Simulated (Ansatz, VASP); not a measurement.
# BaTe: VASP beside Ansatz

```xyz
2
Lattice="0.0000 3.5914 3.5914 3.5914 0.0000 3.5914 3.5914 3.5914 0.0000" Properties=species:S:1:pos:R:3 pbc="T T T"
Ba    0.0000    0.0000    0.0000
Te    5.3871    5.3871    5.3871
```

Alike in both runs: task single point; functional PBE; k mesh 6 × 6 × 6; occupations gaussian, width 0.02 eV; no spin polarisation.

```csv
,VASP,Ansatz
version,VASP 6.6.1,Ansatz 0.2.0
potentials or method,"VASP PAW PBE potentials, release 64 (Ba_sv, Te), cutoff 500 eV","scalar-relativistic, plane waves, PAW"
valence electrons in the cell,16,26
```

|  | VASP | Ansatz | Ansatz less VASP |
| --- | --- | --- | --- |
| gap on the k mesh at the Fermi level (eV) | 2.67 | 2.72 | +0.041 |
| least direct gap on the mesh (eV) | 2.67 | 2.72 | +0.041 |
| pressure (GPa) | 8.6 | 8.0 | -0.51 |

The functional is the same, so the differences come from potentials, cutoffs and numerics. VASP's potentials hold 16 valence electrons a cell and Ansatz's 26, so a difference there can come from the potentials and not from the codes.

Neither program's run includes spin-orbit coupling.
